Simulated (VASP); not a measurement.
# KPt (P-6m2) in VASP: single point with LDA

Aim: the single point of KPt with LDA.

Program: VASP 6.6.1. These are calculated values, not measurements. Logs are shortened: lines on timing, memory, paths and dates and some standing lists are left out, and cuts for length are marked.

**1. The cell of the first run**

The structure is hexagonal, space group P-6m2 (No. 187). The conventional cell has a = 3.001 Å, b = 3.001 Å, c = 5.346 Å, α = 90.00°, β = 90.00°, γ = 120.00°. Within 4.0 Å of K (site symmetry -6m2) lie 6 K at 3.00 Å and 6 Pt at 3.19 Å. Within 4.0 Å of Pt (site symmetry -6m2) lie 6 Pt at 3.00 Å and 6 K at 3.19 Å.

**2. Single point, LDA, collinear spin**

File POSCAR:

```
KPt
1.0
    3.0008472788      0.0000000000      0.0000000000
   -1.5004236394      2.5988099763      0.0000000000
    0.0000000000      0.0000000000      5.3455780000
K Pt
1 1
Direct
    0.0000000000      0.0000000000      0.5000000000
    0.6666666667      0.3333333333      0.0000000000
```

File INCAR.step1:

```
ALGO     = Normal         # electronic algorithm
EDIFF    = 1E-6           # SCF threshold, eV
ENCUT    = 520            # plane-wave cutoff, eV
GGA      = CA             # functional
ISIF     = 2              # what is computed and relaxed
ISMEAR   = -1             # smearing method
ISPIN    = 2              # spin polarisation
LASPH    = T              # aspherical terms in the spheres
LCHARG   = T              # write CHGCAR
LMAXMIX  = 4              # l up to which the mixer works
LREAL    = F              # projectors in reciprocal space
LWAVE    = F              # write WAVECAR
MAGMOM   = 0 0.6          # initial moments
NBANDS   = 20             # bands
NELM     = 150            # most SCF steps
PREC     = Accurate       # precision mode
SIGMA    = 0.08           # smearing width, eV
```

File KPOINTS.step1:

```
k-points
0
Gamma
  11 11 6
```

File INCAR.step2:

```
ALGO     = Normal         # electronic algorithm
EDIFF    = 1E-6           # SCF threshold, eV
ENCUT    = 520            # plane-wave cutoff, eV
GGA      = CA             # functional
ICHARG   = 11             # starting density
ISIF     = 2              # what is computed and relaxed
ISMEAR   = -5             # smearing method
ISPIN    = 2              # spin polarisation
LASPH    = T              # aspherical terms in the spheres
LCHARG   = F              # write CHGCAR
LMAXMIX  = 4              # l up to which the mixer works
LORBIT   = 11             # projections on sites
LREAL    = F              # projectors in reciprocal space
LWAVE    = F              # write WAVECAR
MAGMOM   = 0 0.6          # initial moments
NBANDS   = 20             # bands
NEDOS    = 2001           # points of the DOS
NELM     = 150            # most SCF steps
PREC     = Accurate       # precision mode
SIGMA    = 0.08           # smearing width, eV
```

File KPOINTS.step2:

```
k-points
0
Gamma
  17 17 9
```

Potentials or basis: VASP PAW LDA potentials, release 64 (K_sv, Pt).

On the command line:

```bash
$ cat potpaw_LDA.64/K_sv/POTCAR potpaw_LDA.64/Pt/POTCAR > POTCAR
$ cp INCAR.step1 INCAR
$ cp KPOINTS.step1 KPOINTS
$ mpirun -np 1 vasp_std > vasp.out
$ cp INCAR.step2 INCAR
$ cp KPOINTS.step2 KPOINTS
$ mpirun -np 1 vasp_std > vasp.out
```

OUTCAR:

```text
EDIFF = 1E-6
   ENCUT = 520
   GGA = CA
   ICHARG = 11
   ISIF = 2
   ISMEAR = -5
   ISPIN = 2
   LASPH = T
   LORBIT = 11
   LREAL = F
   NELM = 150
   PREC = Accurate

 ion  position               nearest neighbor table
   1  0.000  0.000  0.500-   2 3.19   2 3.19   2 3.19   2 3.19   2 3.19   2 3.19
   2  0.667  0.333  0.000-   1 3.19   1 3.19   1 3.19   1 3.19   1 3.19   1 3.19

  LATTYP: Found a hexagonal cell.
 ALAT       =     3.0008472788
 C/A-ratio  =     1.7813562315

  Lattice vectors:

 A1 = (   3.0008472788,   0.0000000000,   0.0000000000)
 A2 = (  -1.5004236394,   2.5988099763,   0.0000000000)
 A3 = (   0.0000000000,   0.0000000000,   5.3455780000)

Analysis of symmetry for initial positions (statically):
=====================================================================
 Subroutine PRICEL returns:
 Original cell was already a primitive cell.

 Routine SETGRP: Setting up the symmetry group for a
 hexagonal supercell.

 Subroutine GETGRP returns: Found 12 space group operations
 (whereof 12 operations were pure point group operations)
 out of a pool of 24 trial point group operations.

The static configuration has the point symmetry D_3h.

Analysis of symmetry for dynamics (positions and initial velocities):
=====================================================================
 Subroutine PRICEL returns:
 Original cell was already a primitive cell.

 Routine SETGRP: Setting up the symmetry group for a
 hexagonal supercell.

 Subroutine GETGRP returns: Found 12 space group operations
 (whereof 12 operations were pure point group operations)
 out of a pool of 24 trial point group operations.

The dynamic configuration has the point symmetry D_3h.

Analysis of structural, dynamic, and magnetic symmetry:
=====================================================================
 Subroutine PRICEL returns:
 Original cell was already a primitive cell.

 Routine SETGRP: Setting up the symmetry group for a
 hexagonal supercell.

 Subroutine GETGRP returns: Found 12 space group operations
 (whereof 12 operations were pure point group operations)
 out of a pool of 24 trial point group operations.

The overall configuration has the point symmetry D_3h.

 Subroutine INISYM returns: Found 12 space group operations
 (whereof 12 operations are pure point group operations),
 and found     1 'primitive' translations

----------------------------------------------------------------------------------------

                                     Primitive cell

  volume of cell :      41.6882

  direct lattice vectors                    reciprocal lattice vectors
     3.000847279  0.000000000  0.000000000     0.333239218  0.192395752  0.000000000
    -1.500423639  2.598809976  0.000000000     0.000000000  0.384791504  0.000000000
     0.000000000  0.000000000  5.345578000     0.000000000  0.000000000  0.187070509

  length of vectors
     3.000847279  3.000847279  5.345578000     0.384791504  0.384791504  0.187070509

  position of ions in fractional coordinates (direct lattice)
     0.000000000  0.000000000  0.500000000
     0.666666667  0.333333333  0.000000000

  ion indices of the primitive-cell ions
   primitive index   ion index
                 1           1
                 2           2

----------------------------------------------------------------------------------------

 KPOINTS: k-points

Automatic generation of k-mesh.
 Grid dimensions read from file:
 generate k-points for:   17   17    9

 Generating k-lattice:

  Cartesian coordinates                     Fractional coordinates (reciprocal lattice)
     0.019602307  0.011317397  0.000000000     0.058823529  0.000000000  0.000000000
     0.000000000  0.022634794  0.000000000     0.000000000  0.058823529  0.000000000
     0.000000000  0.000000000  0.020785612     0.000000000  0.000000000  0.111111111

  Length of vectors
     0.022634794  0.022634794  0.020785612

  Shift w.r.t. Gamma in fractional coordinates (k-lattice)
     0.000000000  0.000000000  0.000000000

 TETIRR: Found   2533 inequivalent tetrahedra from    15606

 Subroutine IBZKPT returns following result:
 ===========================================

 Found    165 irreducible k-points:

 Following reciprocal coordinates:
            Coordinates               Weight
  0.000000  0.000000  0.000000      1.000000
  0.058824 -0.000000  0.000000      6.000000
  0.117647  0.000000  0.000000      6.000000
  0.176471 -0.000000  0.000000      6.000000
  0.235294  0.000000  0.000000      6.000000
  0.294118  0.000000  0.000000      6.000000
[... 16 lines left out ...]
  0.411765  0.117647  0.000000     12.000000
  0.176471  0.176471  0.000000      6.000000
 [... further k-points ...]
   k-points           NKPTS =    165   k-points in BZ     NKDIM =    165   number of bands    NBANDS=     20
   number of dos      NEDOS =   2001   number of ions     NIONS =      2
   total plane-waves  NPLWV =  23040
   dimension x,y,z NGX =    24 NGY =   24 NGZ =   40
   dimension x,y,z NGXF=    48 NGYF=   48 NGZF=   80
   ions per type =               1   1
   NGX,Y,Z   is equivalent  to a cutoff of  13.30, 13.30, 12.44 a.u.
   NGXF,Y,Z  is equivalent  to a cutoff of  26.59, 26.59, 24.88 a.u.
 SYSTEM =  unknown system
   PREC   = accura    normal or accurate (medium, high low for compatibility)
   ISTART =      0    job   : 0-new  1-cont  2-samecut
   ICHARG =     11    charge: 1-file 2-atom 10-const
   ISPIN  =      2    spin polarized calculation?
   LNONCOLLINEAR =      F non collinear calculations
   LSORBIT =      F    spin-orbit coupling
   LASPH  =      T    aspherical Exc in radial PAW
   ENCUT  =  520.0 eV  38.22 Ry    6.18 a.u.   5.58  5.58  9.94*2*pi/ulx,y,z
   NELM   =    150;   NELMIN=  2; NELMDL=  0     # of ELM steps
   EDIFF  = 0.1E-05   stopping-criterion for ELM
   LREAL  =      F    real-space projection
   EDIFFG = 0.1E-04   stopping-criterion for IOM
   NSW    =      0    number of steps for IOM
   IBRION =     -1    ionic relax: 0-MD 1-quasi-New 2-CG
   NFREE  =      0    steps in history (QN), initial steepest desc. (CG)
   ISIF   =      2    stress and relaxation
   ISYM   =      2    0-nonsym 1-usesym 2-fastsym
   POTIM  = 0.5000    time-step for ionic-motion
   TEBEG  =    0.0;   TEEND  =   0.0 temperature during run
   PSTRESS=    0.0 pullay stress
   NELECT =      19.0000    total number of electrons
   NUPDOWN=      -1.0000    fix difference up-down
   EMIN   =  10.00;   EMAX   =-10.00  energy-range for DOS
   EFERMI =   0.00;   METHOD = LEGACY
   ISMEAR =    -5;   SIGMA  =   0.08  broadening in eV -4-tet -1-fermi 0-gaus
   EFERMI_NEDOS =   21; number of points for ismear=-14 and -15
   IALGO  =     38    algorithm
   IMIX   =      4    mixing-type and parameters
     AMIX     =   0.40;   BMIX     =  1.00
     AMIX_MAG =   1.60;   BMIX_MAG =  1.00
  volume/ion in A,a.u.               =      20.84       140.66
  Fermi-wavevector in a.u.,A,eV,Ry     =   1.259858  2.380787 21.595748  1.587243
  Thomas-Fermi vector in A             =   2.393397
   LORBIT       =     11    0 simple, 1 ext, 2 COOP (PROOUT), +10 PAW based schemes
   GGA     = CA    functional components
   LHFCALC =     F    Hartree Fock is set to
   AEXX    =    0.0000 exact exchange contribution
   IVDW    =     0    specifies the selected vdW correction
   LEPSILON=     F    determine dielectric tensor
   LRPA    =     F    only Hartree local field effects (RPA)
 spin polarized calculation
 Fermi weights with tetrahedron method with Bloechl corrections
  energy-cutoff  :      520.00
  volume of cell :       41.69
 maximum number of plane-waves:      1148
 NGX is ok and might be reduce to    24

 number of electron      19.0000002 magnetization       0.0000377

 Free energy of the ion-electron system (eV)
  ---------------------------------------------------
  ext. energy  EPLUGINS =         0.00000000
  ---------------------------------------------------
  free energy    TOTEN  =        -8.19089796 eV

  energy without entropy =       -8.19089796  energy(sigma->0) =       -8.19089796

 E-fermi :   5.1646     XC(G=0): -10.9935

 val. band max:        5.2494992167   @ k =   0.4706   0.0000   0.0000
 cond. band min:       5.1651562566   @ k =   0.3529   0.0588   0.0000
 fundamental gap:     -0.0843429600
 Fermi energy:         5.1645847888

 spin component 1

 k-point     1 :       0.0000    0.0000    0.0000
  band No.  band energies     occupation
      1     -26.6793      1.00000
      2     -10.1908      1.00000
      3      -9.2219      1.00000
      4      -9.2219      1.00000
      5      -1.2342      1.00000
      6       1.8671      1.00000
[... 12 lines left out ...]
     19      19.7963      0.00000
     20      21.5763      0.00000
[... 507 lines left out ...]
 k-point    24 :       0.1765    0.1765    0.0000
  band No.  band energies     occupation
      1     -26.3433      1.00000
      2     -10.7166      1.00000
      3      -9.8575      1.00000
      4      -9.7361      1.00000
      5       1.2046      1.00000
      6       2.1255      1.00000
[... 12 lines left out ...]
     19      17.9518      0.00000
     20      20.5515      0.00000

 [... further k-points ...]

 spin component 2

 k-point     1 :       0.0000    0.0000    0.0000
  band No.  band energies     occupation
      1     -26.6793      1.00000
      2     -10.1908      1.00000
      3      -9.2219      1.00000
      4      -9.2219      1.00000
      5      -1.2342      1.00000
      6       1.8671      1.00000
[... 12 lines left out ...]
     19      19.7963      0.00000
     20      21.5763      0.00000
[... 507 lines left out ...]
 k-point    24 :       0.1765    0.1765    0.0000
  band No.  band energies     occupation
      1     -26.3433      1.00000
      2     -10.7166      1.00000
      3      -9.8575      1.00000
      4      -9.7361      1.00000
      5       1.2046      1.00000
      6       2.1255      1.00000
[... 12 lines left out ...]
     19      17.9518      0.00000
     20      20.5516      0.00000

 [... further k-points ...]

------------------------ aborting loop because EDIFF is reached ----------------------------------------

  FORCE on cell =-STRESS in cart. coord.  units (eV):
  Direction    XX          YY          ZZ          XY          YZ          ZX
  --------------------------------------------------------------------------------------
  -------------------------------------------------------------------------------------
  Total       -2.0817503     -2.0817503     -1.6438346     -0.0000000      0.0000000      0.0000000
  in kB      -80.0066576    -80.0066576    -63.1765083     -0.0000000      0.0000000      0.0000000
  external PRESSURE =     -74.3966079 kB  Pullay stress =       0.0000000 kB

 VOLUME and BASIS-vectors are now :
 -----------------------------------------------------------------------------
  energy-cutoff  :      520.00
  volume of cell :       41.69
      direct lattice vectors                 reciprocal lattice vectors
     3.000847279  0.000000000  0.000000000     0.333239218  0.192395752  0.000000000
    -1.500423639  2.598809976  0.000000000     0.000000000  0.384791504  0.000000000
     0.000000000  0.000000000  5.345578000     0.000000000  0.000000000  0.187070509

 POSITION                                       TOTAL-FORCE (eV/Angst)
 -----------------------------------------------------------------------------------
      0.00000      0.00000      2.67279         0.000000      0.000000      0.000000
      1.50042      0.86627      0.00000        -0.000000      0.000000      0.000000
 -----------------------------------------------------------------------------------
    total drift:                               -0.000568      0.000328      0.000000

  FREE ENERGIE OF THE ION-ELECTRON SYSTEM (eV)
  ---------------------------------------------------
  free  energy   TOTEN  =        -8.1908979582 eV

  energy  without entropy=       -8.1908979582  energy(sigma->0) =       -8.19089796

 total charge

# of ion       s       p       d       tot
------------------------------------------
    1        1.984   5.560   0.087   7.631
    2        0.658   0.285   8.079   9.021
--------------------------------------------------
tot          2.641   5.844   8.166  16.652

 magnetization (x)

# of ion       s       p       d       tot
------------------------------------------
    1        0.000   0.000   0.000   0.000
    2        0.000   0.000  -0.000  -0.000
--------------------------------------------------
tot          0.000   0.000  -0.000  -0.000
```

Run time: 2.5 min. Hardware: 1 thread of Intel Xeon Platinum 8259CL at 2.50GHz (Skylake/Cascade Lake), shared host; peak memory 0.32 GiB.

What came out:

```yaml
Net_moment: 0.00 μB per cell
Valence_electrons_inside_the_program's_atomic_spheres: K 7.63; Pt 9.02
```

Levels at points of the mesh, in eV from the Fermi level:
Spin up:
```tsv
k point	band 6	band 7	band 8	band 9	band 10	band 11	band 12	band 13	band 14	band 15
(0.00, 0.00, 0.00)	-3.30	-2.31	-2.31	-0.93	-0.93	1.70	1.79	5.66	5.66	9.13
```
Spin down:
```
           k point  band 7  band 8  band 9  band 10  band 11  band 12  band 13  band 14
(0.00, 0.00, 0.00)   -2.31   -2.31   -0.93    -0.93     1.70     1.79     5.66     5.66
```

Caveat: spin-orbit coupling is left out, which moves the levels of the heavy elements; tetrahedron occupations give inexact forces and stress in metals.
